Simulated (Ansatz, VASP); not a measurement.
**Ba: VASP beside Ansatz**

INCAR

```
PREC = Accurate ; ENCUT = 520
EDIFF = 1E-6 ; ISMEAR = 0
SIGMA = 0.15 ; LREAL = F
LASPH = T ; NELM = 100
ALGO = Fast ; ISIF = 2
LWAVE = F ; LCHARG = F
GGA = CA ; NBANDS = 11
```

File KPOINTS:

```
Automatic mesh
0
Gamma
  18 18 18
```

The input POSCAR:

```
Ba
1.0
    3.7564166505     -0.4019781656     -0.4019781656
   -0.4019781656      3.7564166505     -0.4019781656
   -0.4019781656     -0.4019781656      3.7564166505
Ba
1
Direct
    0.0000000000      0.0000000000      0.0000000000
```

Input for Ansatz:

```yaml
crystal:
  lattice:
    - [3.7564166505, -0.4019781656, -0.4019781656]
    - [-0.4019781656, 3.7564166505, -0.4019781656]
    - [-0.4019781656, -0.4019781656, 3.7564166505]
  atoms:
    - { symbol: Ba, position: [0.0, 0.0, 0.0] }
basis:
  ecutwfc: 420
kpoints:
  mp_grid: { grid: [18, 18, 18] }
hamiltonian:
  xc: lda
scf:
  occupations: { method: gaussian, width: 0.15 }
output:
  forces: true
  stress: true
  eigenvalues: true
```

Alike in both runs: task single point; functional LDA; k mesh 18 × 18 × 18; occupations gaussian, width 0.15 eV; no spin polarisation.

|  | VASP | Ansatz |
| --- | --- | --- |
| version | VASP 6.6.1 | Ansatz 0.2.0 |
| potentials or method | VASP PAW LDA potentials, release 64 (Ba_sv), cutoff 520 eV | scalar-relativistic, plane waves, PAW |
| valence electrons in the cell | 10 | 10 |

VASP gave:

```
gap on the k mesh at the Fermi level (eV)                     : none
pressure (GPa)                                                : 0.6
traceless stress, the component that is largest in VASP (GPa) : -0.88
```

Question: Which values does Ansatz return?

Answer: gap on the k mesh at the Fermi level (eV): none; pressure (GPa): 0.4; traceless stress, the component that is largest in VASP (GPa): -0.85.

LDA's correlation is that of Perdew and Zunger in VASP and of Perdew and Wang (1992) in Ansatz. A gap of «none» marks a metal or a gap that the smearing closes.

Spin-orbit coupling is off throughout.
